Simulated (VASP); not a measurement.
Input of a VASP 6.6.1 run:

The input INCAR:

```
PREC     = Accurate       # precision mode
ENCUT    = 520            # plane-wave cutoff, eV
EDIFF    = 1E-6           # SCF threshold, eV
ISMEAR   = 0              # smearing method
SIGMA    = 0.15           # smearing width, eV
LREAL    = F              # projectors in reciprocal space
LASPH    = T              # aspherical terms in the spheres
NELM     = 80             # most SCF steps
ALGO     = Fast           # electronic algorithm
ISIF     = 2              # what is computed and relaxed
LWAVE    = F              # write WAVECAR
LCHARG   = F              # write CHGCAR
GGA      = PS             # functional
IVDW     = 12             # dispersion correction
NBANDS   = 49             # bands
```

File KPOINTS:

```
regular mesh
0
Gamma
  14 14 3
```

The input POSCAR:

```
MoS2
1.0
   -3.0798097231      0.0000000000      0.0000000000
   -1.5399048616     -2.6671934590      0.0000000000
   -0.4619714585     -0.2667193459     18.1911508765
Mo S
3 6
Direct
    0.6507361438      0.6507361438      0.1593052282
    0.9203346389     -0.0796653611      0.7966536105
    0.2855353914      0.2855353914      0.4779794193
    0.5781522554      0.5781522554      0.8851441131
    0.9433530078     -0.0566469922      0.5664699219
    0.3085537603      0.3085537603      0.2477957307
    0.6277177750      0.6277177750      0.3894889168
    0.9929185274     -0.0070814726      0.0708147256
    0.2625170225      0.2625170225      0.7081631080
```

Potentials or basis: VASP PAW PBE potentials, release 64 (Mo_sv, S).

The run is started by

```console
$ cat potpaw_PBE.64/Mo_sv/POTCAR potpaw_PBE.64/S/POTCAR > POTCAR
$ mpirun -np 1 vasp_std > vasp.out
```

Q: What does it give for the band gap on the k mesh?

A: Zero (bands 39 and 40 overlap by 0.51 eV).

Q: Predict the dispersion energy per atom.

A: -0.396 eV.

Stress tensor (GPa, compression positive):
```
-0.09  0.00  0.08
 0.00 -0.09  0.05
 0.08  0.05 -0.77
```

Caveat: the PAW data sets were made with another functional, which shifts forces and pressure a little.
